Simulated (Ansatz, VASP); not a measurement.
Hf2C in VASP and in Ansatz

```
Hf C
1.0
    -2.91338    2.91338    2.53029
     2.91338   -2.91338    2.53029
     2.91338    2.91338   -2.53029
Hf C
4 2
Direct
  0.82819 0.67181 0.50000
  0.32819 0.82819 0.15639
  0.17181 0.32819 0.50000
  0.67181 0.17181 0.84361
  0.75000 0.75000 0.00000
  0.25000 0.25000 0.00000
```

Alike in both runs: task relaxation of cell and atoms; functional PBEsol; k mesh 10 × 10 × 10; occupations gaussian, width 0.1 eV; no spin polarisation.

|  | VASP | Ansatz |
| --- | --- | --- |
| version | VASP 6.6.1 | Ansatz 0.2.0 |
| potentials or method | VASP PAW PBE potentials, release 64 (Hf_pv, C), cutoff 600 eV | scalar-relativistic, plane waves, PAW |
| valence electrons in the cell | 48 | 112 |

Ansatz gave:

```
gap on the k mesh at the Fermi level, each at its own relaxed structure (eV) : none
relaxed volume (Å³/atom)                                                     : 14.28
relaxed cell length with the largest relative difference (Å)                 : 4.831
```

Task: Which values does VASP return?

Result: gap on the k mesh at the Fermi level, each at its own relaxed structure (eV): none; relaxed volume (Å³/atom): 14.22; relaxed cell length with the largest relative difference (Å): 4.824.

VASP's potentials were made for PBE, not for PBEsol. A gap of «none» marks a metal or a gap that the smearing closes. VASP's potentials hold 48 valence electrons a cell and Ansatz's 112, so a difference there can come from the potentials and not from the codes.

Neither program's run includes spin-orbit coupling.
